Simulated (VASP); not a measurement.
A run of VASP 6.6.1 is set up as follows.

INCAR

```
SYSTEM = CdInO4
PREC = Accurate
ENCUT = 520
EDIFF = 1E-6
ISMEAR = 0
SIGMA = 0.1
LREAL = .False.
LASPH = .True.
NELM = 60
ALGO = Normal
ISIF = 2
LWAVE = .False.
LCHARG = .True.
GGA = PE
LELF = .True.
LVHAR = .True.
NBANDS = 34
```

File KPOINTS:

```
regular mesh
0
Gamma
  10 10 6
  0 0 0
```

The input POSCAR:

```
CdInO4
1.0
    4.0292555065      0.0000000000      0.0000000000
    0.0000000000      4.0292555065      0.0000000000
    0.0000000000      0.0000000000      6.0709307245
Cd In O
1 1 4
Direct
    0.5000000000      0.5000000000      0.5000000000
    0.0000000000      0.0000000000      0.0000000000
    0.0000000000      0.0000000000      0.6164920555
    0.5000000000      0.0000000000      0.0000000000
    0.0000000000      0.5000000000      0.0000000000
    0.0000000000      0.0000000000      0.3835079445
```

Potentials or basis: VASP PAW PBE potentials, release 64 (Cd, In_d, O).

Launch:

```bash
$ cat potpaw_PBE.64/Cd/POTCAR potpaw_PBE.64/In_d/POTCAR potpaw_PBE.64/O/POTCAR > POTCAR
$ mpirun -np 1 vasp_std > vasp.out
```

Q: What does it give for the band gap on the k mesh?

A: Zero (an odd number of electrons rules out a gap without spin polarisation).

Q: Estimate the pressure.

A: 0.3 GPa.

Q: What does it give for the largest force?

A: 0.270 eV/Å.

Stress tensor (GPa, compression positive):
```
0.28 0.00 0.00
0.00 0.28 0.00
0.00 0.00 0.43
```

Caveat: spin-orbit coupling is left out, which moves the levels of the heavy elements; an odd number of electrons without spin polarisation forces a metal; a magnetic or distorted state may lie lower.
